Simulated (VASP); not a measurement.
# C28O (a cell with a defect) in VASP: a series of runs, part 2 of 2

VASP 6.6.1. Earlier steps stand in the parts before.

## (3) Single point, PBE

INCAR

```
ALGO = Normal
EDIFF = 1E-6
ENCUT = 520
GGA = PE
ISIF = 2
ISMEAR = 0
LASPH = T
LCHARG = F
LREAL = Auto
LWAVE = F
NBANDS = 79
NELM = 60
PREC = Accurate
SIGMA = 0.1
```

KPOINTS

```
k-points
0
Gamma
  4 4 3
```

POSCAR

```
C28O
1.0
    6.1663319712      2.1360800542      0.0000000000
   -1.2332663942     -6.4082401623      0.0000000000
    0.0000000000      0.0000000000     -8.4654495156
C O
28 1
Direct
    0.1820426175      0.7345494996      0.7155827920
    0.6058786891      0.8764222690      0.7117588958
    0.3197367565      0.4512471809      0.7079427961
    0.0381744410      0.0280655309      0.7177654286
    0.7424168719      0.5872120546      0.7459436133
    0.4632763116      0.1626262847      0.7107441830
    0.8895085309      0.3049916017      0.7144087256
    0.1151185106      0.6963409987      0.2546609009
    0.5437847352      0.8392057087      0.2542611584
    0.2580299883      0.4106635589      0.2540576252
   -0.0277538016     -0.0179678569      0.2545679348
    0.6866345490      0.5535426692      0.2551881027
    0.4008510731      0.1249112021      0.2540891651
    0.8294789632      0.2678793905      0.2544094080
    0.1291149306      0.4981361102      0.7117345616
    0.5529675711      0.6400276668      0.7157058806
    0.2717259786      0.2119709013      0.7107349691
    0.9926316629      0.7874181629      0.7458067039
    0.6968271180      0.3465563793      0.7178462276
    0.4152758451      0.9233331304      0.7078930645
    0.8454654271      0.0695733655      0.7144090800
    0.3056149971      0.6487645585      0.2541770518
    0.7342184853      0.7915807356      0.2549237339
    0.4485707947      0.3630962743      0.2543573139
    0.1627220392      0.9344154012      0.2543836563
    0.8770703762      0.5059110543      0.2550917108
    0.5913792125      0.0773211253      0.2541071205
    0.0199101096      0.2201449309      0.2541557889
    0.8677192382      0.6874523498     -0.1056435336
```

Potentials or basis: VASP PAW PBE potentials, release 64 (C, O).

Started as:

```console
$ cat potpaw_PBE.64/C/POTCAR potpaw_PBE.64/O/POTCAR > POTCAR
$ mpirun -np 1 vasp_std > vasp.out
```

OUTCAR:

```text
EDIFF = 1E-6
   ENCUT = 520
   GGA = PE
   ISIF = 2
   ISMEAR = 0
   LASPH = T
   LREAL = Auto
   NELM = 60
   PREC = Accurate

 ion  position               nearest neighbor table
   1  0.182  0.735  0.716-  20 1.40  15 1.40  18 1.46
   2  0.606  0.876  0.712-  16 1.40  20 1.42  21 1.44
   3  0.320  0.451  0.708-  16 1.40  15 1.42  17 1.43
   4  0.038  0.028  0.718-  17 1.39  21 1.41  18 1.46
   5  0.742  0.587  0.746-  16 1.46  29 1.46  19 1.46  18 1.50
   6  0.463  0.163  0.711-  19 1.39  20 1.43  17 1.44
   7  0.890  0.305  0.714-  19 1.41  21 1.41  15 1.44
   8  0.115  0.696  0.255-  26 1.42  25 1.42  22 1.42
   9  0.544  0.839  0.254-  23 1.42  27 1.42  22 1.42
  10  0.258  0.411  0.254-  22 1.42  24 1.42  28 1.42
  11  0.972  0.982  0.255-  23 1.42  25 1.42  28 1.42
  12  0.687  0.554  0.255-  23 1.42  26 1.42  24 1.42
  13  0.401  0.125  0.254-  25 1.42  27 1.42  24 1.42
  14  0.829  0.268  0.254-  26 1.42  27 1.42  28 1.42
  15  0.129  0.498  0.712-   1 1.40   3 1.42   7 1.44
  16  0.553  0.640  0.716-   3 1.40   2 1.40   5 1.46
  17  0.272  0.212  0.711-   4 1.39   3 1.43   6 1.44
  18  0.993  0.787  0.746-   1 1.46  29 1.46   4 1.46   5 1.50
  19  0.697  0.347  0.718-   6 1.39   7 1.41   5 1.46
  20  0.415  0.923  0.708-   1 1.40   2 1.42   6 1.43
  21  0.845  0.070  0.714-   4 1.41   7 1.41   2 1.44
  22  0.306  0.649  0.254-   8 1.42  10 1.42   9 1.42
  23  0.734  0.792  0.255-  11 1.42  12 1.42   9 1.42
  24  0.449  0.363  0.254-  12 1.42  10 1.42  13 1.42
  25  0.163  0.934  0.254-   8 1.42  11 1.42  13 1.42
  26  0.877  0.506  0.255-  14 1.42   8 1.42  12 1.42
  27  0.591  0.077  0.254-   9 1.42  14 1.42  13 1.42
  28  0.020  0.220  0.254-  11 1.42  10 1.42  14 1.42
  29  0.868  0.687  0.894-  18 1.46   5 1.46

  LATTYP: Found a hexagonal cell.
 ALAT       =     6.5258323589
 C/A-ratio  =     1.2972214194

  Lattice vectors:

 A1 = (   6.1663319712,   2.1360800542,   0.0000000000)
 A2 = (  -1.2332663942,  -6.4082401623,   0.0000000000)
 A3 = (   0.0000000000,   0.0000000000,  -8.4654495156)

Analysis of symmetry for initial positions (statically):
=====================================================================
 Subroutine PRICEL returns:
 Original cell was already a primitive cell.

 Routine SETGRP: Setting up the symmetry group for a
 hexagonal supercell.

 Subroutine GETGRP returns: Found  1 space group operations
 (whereof  1 operations were pure point group operations)
 out of a pool of 24 trial point group operations.

The static configuration has the point symmetry C_1 .

Analysis of symmetry for dynamics (positions and initial velocities):
=====================================================================
 Subroutine PRICEL returns:
 Original cell was already a primitive cell.

 Routine SETGRP: Setting up the symmetry group for a
 hexagonal supercell.

 Subroutine GETGRP returns: Found  1 space group operations
 (whereof  1 operations were pure point group operations)
 out of a pool of 24 trial point group operations.

The dynamic configuration has the point symmetry C_1 .

 Subroutine INISYM returns: Found  1 space group operations
 (whereof  1 operations are pure point group operations),
 and found     1 'primitive' translations

[... 108 lines left out ...]
 -0.250000  0.250000  0.000000      2.000000
  0.500000  0.000000  0.000000      1.000000
  0.000000  0.500000  0.000000      1.000000
[... 16 lines left out ...]
  0.500000  0.250000  0.333333      2.000000
 -0.250000 -0.250000  0.333333      2.000000
 [... further k-points ...]
   k-points           NKPTS =     26   k-points in BZ     NKDIM =     26   number of bands    NBANDS=     79
   number of dos      NEDOS =    301   number of ions     NIONS =     29
   total plane-waves  NPLWV = 160000
   dimension x,y,z NGX =    50 NGY =   50 NGZ =   64
   dimension x,y,z NGXF=   100 NGYF=  100 NGZF=  128
   ions per type =              28   1
   NGX,Y,Z   is equivalent  to a cutoff of  12.74, 12.74, 12.57 a.u.
   NGXF,Y,Z  is equivalent  to a cutoff of  25.48, 25.48, 25.14 a.u.
 SYSTEM =  unknown system
   PREC   = accura    normal or accurate (medium, high low for compatibility)
   ISTART =      0    job   : 0-new  1-cont  2-samecut
   ICHARG =      2    charge: 1-file 2-atom 10-const
   ISPIN  =      1    spin polarized calculation?
   LNONCOLLINEAR =      F non collinear calculations
   LSORBIT =      F    spin-orbit coupling
   LASPH  =      T    aspherical Exc in radial PAW
   ENCUT  =  520.0 eV  38.22 Ry    6.18 a.u.  12.13 12.13 15.74*2*pi/ulx,y,z
   NELM   =     60;   NELMIN=  2; NELMDL= -5     # of ELM steps
   EDIFF  = 0.1E-05   stopping-criterion for ELM
   LREAL  =      T    real-space projection
   EDIFFG = 0.1E-04   stopping-criterion for IOM
   NSW    =      0    number of steps for IOM
   IBRION =     -1    ionic relax: 0-MD 1-quasi-New 2-CG
   NFREE  =      0    steps in history (QN), initial steepest desc. (CG)
   ISIF   =      2    stress and relaxation
   ISYM   =      2    0-nonsym 1-usesym 2-fastsym
   POTIM  = 0.5000    time-step for ionic-motion
   TEBEG  =    0.0;   TEEND  =   0.0 temperature during run
   PSTRESS=    0.0 pullay stress
   NELECT =     118.0000    total number of electrons
   NUPDOWN=      -1.0000    fix difference up-down
   EMIN   =  10.00;   EMAX   =-10.00  energy-range for DOS
   EFERMI =   0.00;   METHOD = LEGACY
   ISMEAR =     0;   SIGMA  =   0.10  broadening in eV -4-tet -1-fermi 0-gaus
   EFERMI_NEDOS =   21; number of points for ismear=-14 and -15
   IALGO  =     38    algorithm
   IMIX   =      4    mixing-type and parameters
     AMIX     =   0.40;   BMIX     =  1.00
     AMIX_MAG =   1.60;   BMIX_MAG =  1.00
  volume/ion in A,a.u.               =      10.77        72.65
  Fermi-wavevector in a.u.,A,eV,Ry     =   1.183636  2.236747 19.061669  1.400993
  Thomas-Fermi vector in A             =   2.319866
   LORBIT       =      0    0 simple, 1 ext, 2 COOP (PROOUT), +10 PAW based schemes
   GGA     = PE    functional components
   LHFCALC =     F    Hartree Fock is set to
   AEXX    =    0.0000 exact exchange contribution
   IVDW    =     0    specifies the selected vdW correction
   LEPSILON=     F    determine dielectric tensor
   LRPA    =     F    only Hartree local field effects (RPA)
 non-spin polarized calculation
 Gauss-broadening in eV      SIGMA  =   0.10
  energy-cutoff  :      520.00
  volume of cell :      312.21
 maximum number of plane-waves:      8422
 NGX is ok and might be reduce to    50
   NGX = 25   NGY = 25   NGZ = 31

 number of electron     118.0000003 magnetization

 Free energy of the ion-electron system (eV)
  ---------------------------------------------------
  ext. energy  EPLUGINS =         0.00000000
  ---------------------------------------------------
  free energy    TOTEN  =      -262.34859109 eV

  energy without entropy =     -262.34396536  energy(sigma->0) =     -262.34627822

 E-fermi :   2.6318     XC(G=0):  -8.9559

 val. band max:        2.5682719828   @ k =   0.5000   0.0000   0.3333
 cond. band min:       2.6908524773   @ k =   0.5000   0.0000   0.3333
 fundamental gap:      0.1225804946
 Fermi energy:         2.6318331192

 k-point     1 :       0.0000    0.0000    0.0000
  band No.  band energies     occupation
      1     -20.3606      2.00000
      2     -16.3526      2.00000
      3     -16.2964      2.00000
      4     -13.5884      2.00000
      5     -13.5704      2.00000
      6     -13.4802      2.00000
[... 1765 lines left out ...]
     70       8.7073      0.00000
     71       9.1693      0.00000

 [... further k-points ...]

 [bands above 71 left out]

------------------------ aborting loop because EDIFF is reached ----------------------------------------

  FORCE on cell =-STRESS in cart. coord.  units (eV):
  Direction    XX          YY          ZZ          XY          YZ          ZX
  --------------------------------------------------------------------------------------
  -------------------------------------------------------------------------------------
  Total        5.2969686      5.2462134      1.1034857      0.8707040     -0.0044531      0.0354791
  in kB       27.1822562     26.9217973      5.6627163      4.4681591     -0.0228516      0.1820668
  external PRESSURE =      19.9222566 kB  Pullay stress =       0.0000000 kB

 VOLUME and BASIS-vectors are now :
 -----------------------------------------------------------------------------
  energy-cutoff  :      520.00
  volume of cell :      312.21
      direct lattice vectors                 reciprocal lattice vectors
     6.166331971  2.136080054  0.000000000     0.173754604 -0.033439089  0.000000000
    -1.233266394 -6.408240162  0.000000000     0.057918201 -0.167195446  0.000000000
     0.000000000  0.000000000 -8.465449516     0.000000000  0.000000000 -0.118127218

 POSITION                                       TOTAL-FORCE (eV/Angst)
 -----------------------------------------------------------------------------------
      0.21664     -4.31831     -6.05773        -0.008239     -0.008694      0.007181
      2.65519     -4.32212     -6.02536         0.005087     -0.007404      0.003136
      1.41510     -2.20872     -5.99305        -0.000229     -0.002647      0.000361
      0.20078     -0.09831     -6.07621         0.012591      0.007072      0.007692
      3.85380     -2.17713     -6.31475        -0.106156      0.062075      0.146585
      2.65615     -0.05255     -6.01677        -0.013725      0.005139      0.001760
[... 21 lines left out ...]
     -0.14872     -1.36821     -2.15154         0.000061     -0.001431     -0.001687
      4.50283     -2.55184     -7.57113         0.002981     -0.002826     -0.333062
 -----------------------------------------------------------------------------------
    total drift:                               -0.022318      0.022447      0.005054

  FREE ENERGIE OF THE ION-ELECTRON SYSTEM (eV)
  ---------------------------------------------------
  free  energy   TOTEN  =      -262.3485910925 eV

  energy  without entropy=     -262.3439653564  energy(sigma->0) =     -262.34627822
```

Run time: 33 min. Hardware: 1 thread of Intel Xeon 8259CL, shared host; peak memory 0.63 GiB.

What came out:

| Item | Value |
| --- | --- |
| Free energy | -262.3486 eV |
| Pressure | 2.0 GPa |
| Largest force | 0.333 eV/Å |
| Band gap on the k mesh | 0.12 eV |

Forces in eV/Å, atoms in the order of the input:
```
C   -0.008 -0.009  0.007
C    0.005 -0.007  0.003
C    0.000 -0.003  0.000
C    0.013  0.007  0.008
C   -0.106  0.062  0.147
C   -0.014  0.005  0.002
C   -0.004  0.001  0.000
C   -0.001 -0.002 -0.002
C    0.001  0.000 -0.003
C   -0.001 -0.008 -0.002
C    0.005  0.005 -0.002
C    0.001 -0.002 -0.007
C    0.000 -0.001 -0.003
C   -0.006  0.000 -0.003
C   -0.003 -0.002  0.007
C    0.008  0.006  0.009
C   -0.001  0.003 -0.001
C    0.103 -0.063  0.155
C    0.001 -0.003  0.009
C    0.000 -0.002  0.003
C   -0.006  0.009  0.001
C    0.001  0.004  0.001
C   -0.002 -0.004  0.000
C   -0.002  0.004  0.000
C    0.001  0.000  0.002
C    0.008  0.002  0.001
C    0.003  0.001  0.001
C    0.000 -0.001 -0.002
O    0.003 -0.003 -0.333
```

Levels at points of the mesh, in eV from the valence-band top:
```tsv
k point	band 56	band 57	band 58	band 59	band 60	band 61	band 62	band 63
(0.00, 0.00, 0.00)	-2.44	-2.44	-2.05	-1.96	1.74	3.89	4.17	4.19
(0.50, 0.00, 0.00)	-1.45	-1.00	-0.96	0.00	0.14	1.82	2.06	2.09
(0.00, 0.50, 0.00)	-1.37	-1.09	-1.01	-0.93	1.08	1.76	2.05	2.11
(0.50, 0.50, 0.00)	-1.68	-1.05	-1.00	-0.92	1.21	2.06	2.06	2.25
```
